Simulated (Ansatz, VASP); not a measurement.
# Two plane-wave programs on In8Sb5As3

```
In As Sb
1.0
    -6.35666    6.35666    0.00000
    -6.35666    0.00000    6.35666
     0.00887    6.36554    6.36554
In As Sb
8 3 5
Direct
  0.99475 0.99475 0.01467
  0.49582 0.99475 0.01467
  0.99475 0.49582 0.01467
  0.00400 0.00400 0.48800
  0.49996 0.49996 0.00013
  0.50910 0.99172 0.49008
  0.99172 0.50910 0.49008
  0.50910 0.50910 0.49008
  0.87484 0.87484 0.37597
  0.37436 0.87484 0.37597
  0.87484 0.37436 0.37597
  0.87531 0.87531 0.87407
  0.37467 0.37467 0.37598
  0.37488 0.87701 0.87322
  0.87701 0.37488 0.87322
  0.37488 0.37488 0.87322
```

Alike in both runs: functional PBEsol; k mesh 4 × 4 × 4; occupations gaussian, width 0.1 eV; no spin polarisation.

Ansatz relaxed the structure, and its values are those at the end. VASP's run is a single point on that final structure, the one shown.

|  | VASP | Ansatz |
| --- | --- | --- |
| version | VASP 6.6.1 | Ansatz 0.2.0 |
| potentials or method | VASP PAW PBE potentials, release 64 (In_d, As, Sb), cutoff 520 eV | scalar-relativistic, plane waves, PAW |
| valence electrons in the cell | 144 | 224 |

VASP gave:

* gap on the k mesh at the Fermi level (eV): none
* pressure (GPa): 0.0
* rms of the force components (eV/Å): 0.007

Problem. Estimate Ansatz's values.

Solution. gap on the k mesh at the Fermi level (eV): none; pressure (GPa): 0.0; rms of the force components (eV/Å): 0.006.

VASP's potentials were made for PBE, not for PBEsol. A gap of «none» marks a metal or a gap that the smearing closes. VASP's potentials hold 144 valence electrons a cell and Ansatz's 224, so a difference there can come from the potentials and not from the codes.

Neither program's run includes spin-orbit coupling.
